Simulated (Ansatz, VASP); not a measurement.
**One calculation of Cd3C, two programs**

```
Cd C
1.0
     4.26080    0.00000    0.00000
     0.00000    4.26080    0.00000
     0.00000    0.00000    4.26080
Cd C
3 1
Direct
  0.00000 0.50000 0.50000
  0.50000 0.00000 0.50000
  0.50000 0.50000 0.00000
  0.00000 0.00000 0.00000
```

Alike in both runs: task single point; functional PBE; k mesh 4 × 4 × 4; occupations gaussian, width 0.1 eV; no spin polarisation.

|  | VASP | Ansatz |
| --- | --- | --- |
| version | VASP 6.6.1 | Ansatz 0.2.0 |
| potentials or method | VASP PAW PBE potentials, release 64 (Cd, C), cutoff 600 eV | scalar-relativistic, plane waves, PAW |
| valence electrons in the cell | 40 | 64 |

VASP gave:

- gap on the k mesh at the Fermi level (eV): none
- pressure (GPa): -3.2

What did Ansatz give for the same quantities?

gap on the k mesh at the Fermi level (eV): none; pressure (GPa): -3.4.

A gap of «none» marks a metal or a gap that the smearing closes. With one functional, cell and mesh, what is left measures potentials, basis and numerics. VASP's potentials hold 40 valence electrons a cell and Ansatz's 64, so a difference there can come from the potentials and not from the codes.

The k mesh is coarse, so the values compare programs but aren't converged.
